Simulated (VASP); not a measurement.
A run of VASP 6.6.1:

POSCAR

```
SnSe
1.0
    4.2853274200      0.0000000000      0.0000000000
    0.0000000000      4.2853274200      0.0000000000
    0.0000000000      0.0000000000     10.9906921300
Sn Se
2 2
Direct
    0.5000000000      0.0000000000      0.3722291100
    0.0000000000      0.5000000000      0.6277708900
    0.5000000000      0.0000000000      0.6160394900
    0.0000000000      0.5000000000      0.3839605100
```

INCAR.step1

```
SYSTEM = SnSe
  ALGO = All
  EDIFF = 1E-5
  ENCUT = 450
  GGA = PE
  GGA_COMPAT = .FALSE.
  ISEARCH = 1
  ISIF = 2
  ISMEAR = 0
  KPAR = 4
  LASPH = .TRUE.
  LCHARG = .FALSE.
  LREAL = .FALSE.
  LWAVE = .TRUE.
  NBANDS = 28
  NELM = 300
  PREC = Accurate
  SIGMA = 0.01
```

File INCAR.step2:

```
SYSTEM = SnSe
  AEXX = 0.2
  AGGAC = 0.81
  AGGAX = 0.72
  ALDAC = 0.19
  ALGO = All
  EDIFF = 1E-6
  ENCUT = 450
  GGA = B3
  GGA_COMPAT = .FALSE.
  ISEARCH = 1
  ISIF = 2
  ISMEAR = 0
  ISTART = 1
  KPAR = 4
  LASPH = .TRUE.
  LCHARG = .FALSE.
  LHFCALC = .TRUE.
  LREAL = .FALSE.
  LWAVE = .FALSE.
  NBANDS = 28
  NELM = 300
  PREC = Accurate
  PRECFOCK = Normal
  SIGMA = 0.01
```

KPOINTS

```
k-points
0
G
  4 4 2
  0 0 0
```

Potentials or basis: VASP PAW PBE potentials, release 64 (Sn_d, Se).

Command:

```bash
$ cat potpaw_PBE.64/Sn_d/POTCAR potpaw_PBE.64/Se/POTCAR > POTCAR
$ cp INCAR.step1 INCAR
$ mpirun -np 4 vasp_std > vasp.out
$ cp INCAR.step2 INCAR
$ mpirun -np 4 vasp_std > vasp.out
```

Hardware: 4 MPI ranks on Intel(R) Xeon(R) Platinum 8488C (Sapphire Rapids), with other jobs on the host.

How long does it take, and how much memory?

It took 24 min on 4 MPI ranks on Intel(R) Xeon(R) Platinum 8488C (Sapphire Rapids) (shared host), peak memory 0.38 GiB a rank. Counts: k points 12.
